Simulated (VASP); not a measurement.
# PbSe: single point with r2SCAN

Crystal: PbSe.

```
CELL_PARAMETERS angstrom
5.17413 0.00000 0.00000
-2.58707 4.48093 0.00000
0.00000 0.00000 6.21328
ATOMIC_POSITIONS crystal
Pb 0.33333 0.66667 0.25000
Pb 0.66667 0.33333 0.75000
Se 0.66667 0.33333 0.25000
Se 0.33333 0.66667 0.75000
```

| Property | Result |
| --- | --- |
| Program | VASP 6.6.1 |
| Task | single point |
| Functional | r2SCAN |
| Potentials or basis | VASP PAW PBE potentials, release 64 (Pb_d, Se) |
| Cutoff | 520 eV |
| k mesh | 6 × 6 × 4 |
| Occupations | fermi-dirac, width 0.02 eV |
| Spin | no spin polarisation |
| Dipole correction | no |
| Further INCAR settings | ALGO = Normal; EDIFF = 1e-07; NBANDS = 28 |

```
Pressure               : 0.0 GPa
Band gap on the k mesh : 1.48 eV, direct
```

Levels at points of the mesh, in eV from the valence-band top:
```csv
k point,band 18,band 19,band 20,band 21,band 22,band 23
"(0.00, 0.00, 0.00)",-1.82,-1.82,-1.81,1.96,1.96,3.46
"(0.50, 0.00, 0.00)",-2.22,-2.13,-0.66,2.93,3.44,4.35
"(0.00, 0.00, 0.50)",-2.44,-1.33,-1.33,2.35,2.35,2.35
"(0.50, 0.00, 0.50)",-1.80,-0.68,-0.68,1.68,1.68,3.18
```

Wall time 2.9 min on 1 thread of AMD EPYC 9R45 96-Core Processor (Zen 5), with other jobs on the host, peak memory 0.29 GiB.

Caveat: the PAW data sets were made with another functional, which shifts forces and pressure a little; spin-orbit coupling is left out, which moves the levels of the heavy elements. A k mesh can miss the band edges.
